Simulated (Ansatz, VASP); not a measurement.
# C in VASP and in Ansatz

```
C
1.0
     0.00000    2.11731    2.11731
     2.11731    0.00000    2.11731
     2.11731    2.11731    0.00000
C
3
Direct
  0.50000 0.50000 0.50000
  0.75000 0.75000 0.75000
  0.25000 0.25000 0.25000
```

Alike in both runs: task single point; functional PBE; k mesh 8 × 8 × 8; occupations gaussian, width 0.1 eV; collinear spin.

|  | VASP | Ansatz |
| --- | --- | --- |
| version | VASP 6.6.1 | Ansatz 0.2.0 |
| potentials or method | VASP PAW PBE potentials, release 64 (C), cutoff 520 eV | scalar-relativistic, plane waves, PAW |
| valence electrons in the cell | 12 | 12 |

Ansatz gave:

* gap on the k mesh at the Fermi level (eV): none
* pressure (GPa): 15.9
* net moment per atom (μB): 0.00

What did VASP give for the same quantities?

gap on the k mesh at the Fermi level (eV): none; pressure (GPa): 16.1; net moment per atom (μB): 0.00.

A gap of «none» marks a metal or a gap that the smearing closes. Ansatz's warnings: seeded moment not kept.
